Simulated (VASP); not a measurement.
Wanted: the native input for a VASP 6.6.1 run.

```
Task                    : density of states
Functional              : PBE
Potentials or basis     : VASP PAW PBE potentials, release 64 (La)
Cutoff                  : 520 eV
k mesh                  : 12 × 12 × 12
Occupations             : gaussian, width 0.0207 eV
Spin                    : no spin polarisation
Dipole correction       : no
k mesh for the DOS      : 18 × 18 × 18
Occupations for the DOS : tetrahedron
Further INCAR settings  : ALGO = Normal; EDIFF = 1e-06; NBANDS = 12
```

Crystal: La.

```
CELL_PARAMETERS angstrom
-2.05092 2.05092 2.05092
2.05092 -2.05092 2.05092
2.05092 2.05092 -2.05092
ATOMIC_POSITIONS crystal
La 0.00000 0.00000 0.00000
```

The input as run:

POSCAR

```
La
1.0
   -2.0509210000      2.0509210000      2.0509210000
    2.0509210000     -2.0509210000      2.0509210000
    2.0509210000      2.0509210000     -2.0509210000
La
1
Direct
    0.0000000000      0.0000000000      0.0000000000
```

INCAR.step1

```
SYSTEM = La
PREC     = Accurate       ! precision mode
ENCUT    = 520            ! plane-wave cutoff, eV
EDIFF    = 1E-6           ! SCF threshold, eV
ISMEAR   = 0              ! smearing method
SIGMA    = 0.0207         ! smearing width, eV
LREAL    = .FALSE.        ! projectors in reciprocal space
LASPH    = .TRUE.         ! aspherical terms in the spheres
NELM     = 100            ! most SCF steps
ALGO     = Normal         ! electronic algorithm
ISIF     = 2              ! what is computed and relaxed
LWAVE    = .FALSE.        ! write WAVECAR
LCHARG   = .TRUE.         ! write CHGCAR
LMAXMIX  = 6              ! l up to which the mixer works
GGA      = PE             ! functional
NBANDS   = 12             ! bands
```

KPOINTS.step1

```
Automatic mesh
0
G
  12 12 12
  0 0 0
```

INCAR.step2

```
SYSTEM = La
PREC     = Accurate       ! precision mode
ENCUT    = 520            ! plane-wave cutoff, eV
EDIFF    = 1E-6           ! SCF threshold, eV
ISMEAR   = -5             ! smearing method
SIGMA    = 0.0207         ! smearing width, eV
LREAL    = .FALSE.        ! projectors in reciprocal space
LASPH    = .TRUE.         ! aspherical terms in the spheres
NELM     = 100            ! most SCF steps
ALGO     = Normal         ! electronic algorithm
ISIF     = 2              ! what is computed and relaxed
LWAVE    = .FALSE.        ! write WAVECAR
LCHARG   = .FALSE.        ! write CHGCAR
LMAXMIX  = 6              ! l up to which the mixer works
GGA      = PE             ! functional
LORBIT   = 11             ! projections on sites
NBANDS   = 12             ! bands
NEDOS    = 2001           ! points of the DOS
ICHARG   = 11             ! starting density
```

KPOINTS.step2

```
Automatic mesh
0
G
  18 18 18
  0 0 0
```

Potentials or basis: VASP PAW PBE potentials, release 64 (La).

Run with:

```bash
$ cat potpaw_PBE.64/La/POTCAR > POTCAR
$ cp INCAR.step1 INCAR
$ cp KPOINTS.step1 KPOINTS
$ mpirun -np 1 vasp_std > vasp.out
$ cp INCAR.step2 INCAR
$ cp KPOINTS.step2 KPOINTS
$ mpirun -np 1 vasp_std > vasp.out
```

Results of the run:

```json
{
 "Valence electrons inside the program's atomic spheres": "La 8.66"
}
```

Caveat: spin-orbit coupling is left out, which moves the levels of the heavy elements.

Run time: 100 s on 1 thread of Intel(R) Xeon(R) Platinum 8259CL CPU @ 2.50GHz (Skylake/Cascade Lake), on a shared host, peak memory 0.23 GiB.
